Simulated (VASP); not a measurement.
# C (P6_3/mmc) in VASP: further runs

Runs on C. Level: PBE+D3(BJ). Tasks: single point.

All numbers are computed with VASP 6.6.1; they aren't measurements. Logs are shortened: lines on timing, memory, paths and dates and some standing lists are left out, and cuts for length are marked.

### 1 The cell of the first run

The structure is hexagonal, space group P6_3/mmc (No. 194). The conventional cell has a = 2.460 Å, b = 2.460 Å, c = 6.366 Å, α = 90.00°, β = 90.00°, γ = 120.00°. Within 1.9 Å of C (site symmetry -6m2) lie 3 C at 1.42 Å. Within 1.9 Å of C (site symmetry -6m2) lie 3 C at 1.42 Å.

### 2 Single point, PBE+D3(BJ) (volume scaled by 0.94, then relaxed in part)

File INCAR:

```
SYSTEM = C
PREC     = Accurate       ! precision mode
ENCUT    = 520            ! plane-wave cutoff, eV
EDIFF    = 1E-7           ! SCF threshold, eV
ISMEAR   = 0              ! smearing method
SIGMA    = 0.1            ! smearing width, eV
LREAL    = .False.        ! projectors in reciprocal space
LASPH    = .True.         ! aspherical terms in the spheres
NELM     = 60             ! most SCF steps
ALGO     = Normal         ! electronic algorithm
ISIF     = 2              ! what is computed and relaxed
LWAVE    = .False.        ! write WAVECAR
LCHARG   = .False.        ! write CHGCAR
GGA      = PE             ! functional
IVDW     = 12             ! dispersion correction
NBANDS   = 16             ! bands
```

File KPOINTS:

```
Automatic mesh
0
Gamma
  21 21 6
  0 0 0
```

File POSCAR:

```
C
1.0
    2.4599298446      0.0000000000      0.0000000000
   -1.2299649223      2.1303617369      0.0000000000
    0.0000000000      0.0000000000      6.3655481977
C
4
Direct
    0.0000000000      0.0000000000      0.2500000000
    0.0000000000      0.0000000000      0.7500000000
    0.3333333333      0.6666666667      0.2500000000
    0.6666666667      0.3333333333      0.7500000000
```

Potentials or basis: VASP PAW PBE potentials, release 64 (C).

The run is started by

```console
$ cat potpaw_PBE.64/C/POTCAR > POTCAR
$ mpirun -np 1 vasp_std > vasp.out
```

OUTCAR:

```text
SYSTEM = C
   PREC = Accurate
   ENCUT = 520
   EDIFF = 1E-7
   ISMEAR = 0
   LREAL = .False.
   LASPH = .True.
   NELM = 60
   ISIF = 2
   GGA = PE
   IVDW = 12
 IVDW          = 12

 ion  position               nearest neighbor table
   1  0.000  0.000  0.250-   3 1.42   3 1.42   3 1.42
   2  0.000  0.000  0.750-   4 1.42   4 1.42   4 1.42
   3  0.333  0.667  0.250-   1 1.42   1 1.42   1 1.42
   4  0.667  0.333  0.750-   2 1.42   2 1.42   2 1.42

  LATTYP: Found a hexagonal cell.
 ALAT       =     2.4599298446
 C/A-ratio  =     2.5876950156

  Lattice vectors:

 A1 = (   2.4599298446,   0.0000000000,   0.0000000000)
 A2 = (  -1.2299649223,   2.1303617369,   0.0000000000)
 A3 = (   0.0000000000,   0.0000000000,   6.3655481977)

Analysis of symmetry for initial positions (statically):
=====================================================================
 Subroutine PRICEL returns:
 Original cell was already a primitive cell.

 Routine SETGRP: Setting up the symmetry group for a
 hexagonal supercell.

 Subroutine GETGRP returns: Found 24 space group operations
 (whereof 12 operations were pure point group operations)
 out of a pool of 24 trial point group operations.

The static configuration has the point symmetry D_3d.
 The point group associated with its full space group is D_6h.

Analysis of symmetry for dynamics (positions and initial velocities):
=====================================================================
 Subroutine PRICEL returns:
 Original cell was already a primitive cell.

 Routine SETGRP: Setting up the symmetry group for a
 hexagonal supercell.

 Subroutine GETGRP returns: Found 24 space group operations
 (whereof 12 operations were pure point group operations)
 out of a pool of 24 trial point group operations.

The dynamic configuration has the point symmetry D_3d.
 The point group associated with its full space group is D_6h.

 Subroutine INISYM returns: Found 24 space group operations
 (whereof 12 operations are pure point group operations),
 and found     1 'primitive' translations

----------------------------------------------------------------------------------------

                                     Primitive cell

  volume of cell :      33.3589

  direct lattice vectors                    reciprocal lattice vectors
     2.459929845  0.000000000  0.000000000     0.406515658  0.234701925  0.000000000
    -1.229964922  2.130361737  0.000000000     0.000000000  0.469403849  0.000000000
     0.000000000  0.000000000  6.365548198     0.000000000  0.000000000  0.157095661

  length of vectors
     2.459929845  2.459929845  6.365548198     0.469403849  0.469403849  0.157095661

  position of ions in fractional coordinates (direct lattice)
     0.000000000  0.000000000  0.250000000
     0.000000000  0.000000000  0.750000000
     0.333333333  0.666666667  0.250000000
     0.666666667  0.333333333  0.750000000

  ion indices of the primitive-cell ions
   primitive index   ion index
                 1           1
                 2           2
                 3           3
                 4           4

----------------------------------------------------------------------------------------

 KPOINTS: Automatic mesh

Automatic generation of k-mesh.
 Grid dimensions read from file:
 generate k-points for:   21   21    6

 Generating k-lattice:

  Cartesian coordinates                     Fractional coordinates (reciprocal lattice)
     0.019357888  0.011176282  0.000000000     0.047619048  0.000000000  0.000000000
     0.000000000  0.022352564  0.000000000     0.000000000  0.047619048  0.000000000
     0.000000000  0.000000000  0.026182610     0.000000000  0.000000000  0.166666667

  Length of vectors
     0.022352564  0.022352564  0.026182610

  Shift w.r.t. Gamma in fractional coordinates (k-lattice)
     0.000000000  0.000000000  0.000000000

 Subroutine IBZKPT returns following result:
 ===========================================

 Found    192 irreducible k-points:

 Following reciprocal coordinates:
            Coordinates               Weight
  0.000000  0.000000  0.000000      1.000000
  0.047619 -0.000000  0.000000      6.000000
  0.095238 -0.000000  0.000000      6.000000
  0.142857 -0.000000  0.000000      6.000000
  0.190476 -0.000000  0.000000      6.000000
  0.238095  0.000000  0.000000      6.000000
[... 16 lines left out ...]
  0.142857  0.095238  0.000000     12.000000
  0.190476  0.095238  0.000000     12.000000
 [... further k-points ...]
   k-points           NKPTS =    192   k-points in BZ     NKDIM =    192   number of bands    NBANDS=     16
   number of dos      NEDOS =    301   number of ions     NIONS =      4
   total plane-waves  NPLWV =  15552
   dimension x,y,z NGX =    18 NGY =   18 NGZ =   48
   dimension x,y,z NGXF=    36 NGYF=   36 NGZF=   96
   ions per type =               4
   NGX,Y,Z   is equivalent  to a cutoff of  12.16, 12.16, 12.54 a.u.
   NGXF,Y,Z  is equivalent  to a cutoff of  24.33, 24.33, 25.07 a.u.
 SYSTEM =  C
   PREC   = accura    normal or accurate (medium, high low for compatibility)
   ISTART =      0    job   : 0-new  1-cont  2-samecut
   ICHARG =      2    charge: 1-file 2-atom 10-const
   ISPIN  =      1    spin polarized calculation?
   LNONCOLLINEAR =      F non collinear calculations
   LSORBIT =      F    spin-orbit coupling
   LASPH  =      T    aspherical Exc in radial PAW
   ENCUT  =  520.0 eV  38.22 Ry    6.18 a.u.   4.57  4.57 11.84*2*pi/ulx,y,z
   NELM   =     60;   NELMIN=  2; NELMDL= -5     # of ELM steps
   EDIFF  = 0.1E-06   stopping-criterion for ELM
   LREAL  =      F    real-space projection
   EDIFFG = 0.1E-05   stopping-criterion for IOM
   NSW    =      0    number of steps for IOM
   IBRION =     -1    ionic relax: 0-MD 1-quasi-New 2-CG
   NFREE  =      0    steps in history (QN), initial steepest desc. (CG)
   ISIF   =      2    stress and relaxation
   ISYM   =      2    0-nonsym 1-usesym 2-fastsym
   POTIM  = 0.5000    time-step for ionic-motion
   TEBEG  =    0.0;   TEEND  =   0.0 temperature during run
   PSTRESS=    0.0 pullay stress
   NELECT =      16.0000    total number of electrons
   NUPDOWN=      -1.0000    fix difference up-down
   EMIN   =  10.00;   EMAX   =-10.00  energy-range for DOS
   EFERMI =   0.00;   METHOD = LEGACY
   ISMEAR =     0;   SIGMA  =   0.10  broadening in eV -4-tet -1-fermi 0-gaus
   EFERMI_NEDOS =   21; number of points for ismear=-14 and -15
   IALGO  =     38    algorithm
   IMIX   =      4    mixing-type and parameters
     AMIX     =   0.40;   BMIX     =  1.00
     AMIX_MAG =   1.60;   BMIX_MAG =  1.00
  volume/ion in A,a.u.               =       8.34        56.28
  Fermi-wavevector in a.u.,A,eV,Ry     =   1.281477  2.421641 22.343265  1.642184
  Thomas-Fermi vector in A             =   2.413845
   LORBIT       =      0    0 simple, 1 ext, 2 COOP (PROOUT), +10 PAW based schemes
   GGA     = PE    functional components
   LHFCALC =     F    Hartree Fock is set to
   AEXX    =    0.0000 exact exchange contribution
   IVDW    =    12    specifies the selected vdW correction
   LEPSILON=     F    determine dielectric tensor
   LRPA    =     F    only Hartree local field effects (RPA)
 non-spin polarized calculation
 Gauss-broadening in eV      SIGMA  =   0.10
  energy-cutoff  :      520.00
  volume of cell :       33.36
 maximum number of plane-waves:       916
   NGX =  9   NGY =  9   NGZ = 23

 number of electron      15.9999994 magnetization

 Free energy of the ion-electron system (eV)
  ---------------------------------------------------
  ext. energy  EPLUGINS =         0.00000000
  ---------------------------------------------------
  free energy    TOTEN  =       -36.78739138 eV

  energy without entropy =      -36.78681681  energy(sigma->0) =      -36.78710410

 E-fermi :   5.1750     XC(G=0): -10.7007

 val. band max:        5.1738120232   @ k =   0.3333   0.3333   0.5000
 cond. band min:       5.1901654110   @ k =   0.3333   0.3333   0.3333
 fundamental gap:      0.0163533878
 Fermi energy:         5.1749527797

 k-point     1 :       0.0000    0.0000    0.0000
  band No.  band energies     occupation
      1     -14.5753      2.00000
      2     -14.1308      2.00000
      3      -3.6051      2.00000
      4      -1.0615      2.00000
      5       2.1819      2.00000
      6       2.1819      2.00000
[... 8 lines left out ...]
     15      16.8950      0.00000
     16      17.1211      0.00000

 k-point     2 :       0.0476   -0.0000    0.0000
  band No.  band energies     occupation
      1     -14.5207      2.00000
      2     -14.0776      2.00000
      3      -3.5388      2.00000
      4      -1.0003      2.00000
      5       1.9564      2.00000
      6       1.9965      2.00000
[... 8 lines left out ...]
     15      16.7122      0.00000
     16      17.1640      0.00000

 k-point     3 :       0.0952   -0.0000    0.0000
  band No.  band energies     occupation
      1     -14.3574      2.00000
      2     -13.9183      2.00000
      3      -3.3402      2.00000
      4      -0.8177      2.00000
      5       1.3259      2.00000
      6       1.3871      2.00000
[... 8 lines left out ...]
     15      16.1866      0.00000
     16      17.2935      0.00000

 k-point     4 :       0.1429   -0.0000    0.0000
  band No.  band energies     occupation
      1     -14.0857      2.00000
      2     -13.6533      2.00000
      3      -3.0106      2.00000
      4      -0.5157      2.00000
      5       0.3929      2.00000
      6       0.4810      2.00000
[... 8 lines left out ...]
     15      15.5632      0.00000
     16      17.5049      0.00000
[... 324 lines left out ...]
 k-point    22 :       0.0952    0.0952    0.0000
  band No.  band energies     occupation
      1     -13.9231      2.00000
      2     -13.4948      2.00000
      3      -2.8137      2.00000
      4      -0.3358      2.00000
      5       0.0620      2.00000
      6       0.1194      2.00000
[... 8 lines left out ...]
     15      15.5515      0.00000
     16      17.6038      0.00000

 k-point    23 :       0.1429    0.0952    0.0000
  band No.  band energies     occupation
      1     -13.5448      2.00000
      2     -13.1259      2.00000
      3      -2.3571      2.00000
      4      -0.8945      2.00000
      5      -0.8093      2.00000
      6       0.0789      2.00000
[... 8 lines left out ...]
     15      16.3307      0.00000
     16      17.8422      0.00000

 k-point    24 :       0.1905    0.0952    0.0000
  band No.  band energies     occupation
      1     -13.0611      2.00000
      2     -12.6543      2.00000
      3      -2.0144      2.00000
      4      -1.8882      2.00000
      5      -1.7765      2.00000
      6      -0.3385      2.00000
[... 8 lines left out ...]
     15      17.4331      0.00000
     16      18.1109      0.00000

 [... further k-points ...]

------------------------ aborting loop because EDIFF is reached ----------------------------------------

 Edisp (eV)   -0.66555

 E8    (eV) :    -0.1899

  FORCE on cell =-STRESS in cart. coord.  units (eV):
  Direction    XX          YY          ZZ          XY          YZ          ZX
  --------------------------------------------------------------------------------------
  -------------------------------------------------------------------------------------
  Total       0.71633     0.71633     0.54698     0.00000     0.00000     0.00000
  in kB      34.40435    34.40435    26.27065     0.00000     0.00000     0.00000
  external pressure =       31.69 kB  Pullay stress =        0.00 kB

 VOLUME and BASIS-vectors are now :
 -----------------------------------------------------------------------------
  energy-cutoff  :      520.00
  volume of cell :       33.36
      direct lattice vectors                 reciprocal lattice vectors
     2.459929845  0.000000000  0.000000000     0.406515658  0.234701925  0.000000000
    -1.229964922  2.130361737  0.000000000     0.000000000  0.469403849  0.000000000
     0.000000000  0.000000000  6.365548198     0.000000000  0.000000000  0.157095661

 POSITION                                       TOTAL-FORCE (eV/Angst)
 -----------------------------------------------------------------------------------
      0.00000      0.00000      1.59139        -0.000000     -0.000000     -0.000000
      0.00000      0.00000      4.77416         0.000000      0.000000     -0.000000
     -0.00000      1.42024      1.59139        -0.000000     -0.000000      0.000000
      1.22996      0.71012      4.77416         0.000000      0.000000     -0.000000
 -----------------------------------------------------------------------------------
    total drift:                                0.000000     -0.000000      0.000000

  FREE ENERGIE OF THE ION-ELECTRON SYSTEM (eV)
  ---------------------------------------------------
  free  energy   TOTEN  =       -37.4529365479 eV

  energy  without entropy=      -37.4523619743  energy(sigma->0) =      -37.45264926
```

It took 65 s on 1 thread of Intel Xeon Platinum 8375C at 2.90GHz (Ice Lake), shared host; peak memory 0.2 GiB.

What came out:

- Free energy: -37.4529 eV
- Pressure: 3.2 GPa
- Band gap on the k mesh: zero (band 8 reaches 5.19 eV, above the bottom of band 9 at 5.15 eV)
- Dispersion energy per atom: -0.166 eV

Stress tensor (GPa, compression positive):
```
3.44 0.00 0.00
0.00 3.44 0.00
0.00 0.00 2.63
```

Levels at points of the mesh, in eV from the Fermi level:
| k point | band 4 | band 5 | band 6 | band 7 | band 8 | band 9 | band 10 | band 11 | band 12 | band 13 |
| --- | --- | --- | --- | --- | --- | --- | --- | --- | --- | --- |
| (0.00, 0.00, 0.00) | -6.24 | -2.99 | -2.99 | -2.96 | -2.96 | 4.78 | 8.37 | 8.37 | 8.46 | 8.46 |
| (0.00, 0.00, 0.50) | -7.65 | -2.98 | -2.98 | -2.98 | -2.98 | 7.86 | 7.86 | 8.41 | 8.41 | 8.41 |

### 3 Single point, PBE+D3(BJ) (volume scaled by 0.97, then relaxed in part)

File INCAR:

```
PREC = Accurate ; ENCUT = 520
EDIFF = 1E-6 ; ISMEAR = 0
SIGMA = 0.1 ; LREAL = F
LASPH = T ; NELM = 80
ALGO = Normal ; ISIF = 2
LWAVE = F ; LCHARG = F
GGA = PE ; IVDW = 12
NBANDS = 16
```

File KPOINTS:

```
regular mesh
0
Gamma
  21 21 6
```

File POSCAR:

```
C
1.0
    2.4628102217      0.0000000000      0.0000000000
   -1.2314051108      2.1328562167      0.0000000000
    0.0000000000      0.0000000000      6.5533481342
C
4
Direct
    0.0000000000      0.0000000000      0.2500000000
    0.0000000000      0.0000000000      0.7500000000
    0.3333333333      0.6666666667      0.2500000000
    0.6666666667      0.3333333333      0.7500000000
```

Potentials or basis: VASP PAW PBE potentials, release 64 (C).

The run is started by

```console
$ cat potpaw_PBE.64/C/POTCAR > POTCAR
$ mpirun -np 1 vasp_std > vasp.out
```

It took 65 s on 1 thread of Intel Xeon Platinum 8375C at 2.90GHz (Ice Lake), shared host; peak memory 0.21 GiB.

It converged, with:

- Free energy: -37.4660 eV
- Pressure: 1.6 GPa
- Band gap on the k mesh: zero (band 8 reaches 4.91 eV, above the bottom of band 9 at 4.87 eV)
- Dispersion energy per atom: -0.161 eV

Stress tensor (GPa, compression positive):
```
1.82 0.00 0.00
0.00 1.82 0.00
0.00 0.00 1.01
```

Levels at points of the mesh, in eV from the Fermi level:
| k point | band 4 | band 5 | band 6 | band 7 | band 8 | band 9 | band 10 | band 11 | band 12 | band 13 |
| --- | --- | --- | --- | --- | --- | --- | --- | --- | --- | --- |
| (0.00, 0.00, 0.00) | -6.41 | -3.00 | -3.00 | -2.98 | -2.98 | 4.49 | 8.35 | 8.35 | 8.41 | 8.41 |
| (0.00, 0.00, 0.50) | -7.63 | -2.99 | -2.99 | -2.99 | -2.99 | 7.32 | 7.32 | 8.38 | 8.38 | 8.38 |

[end of part 1 of 2]
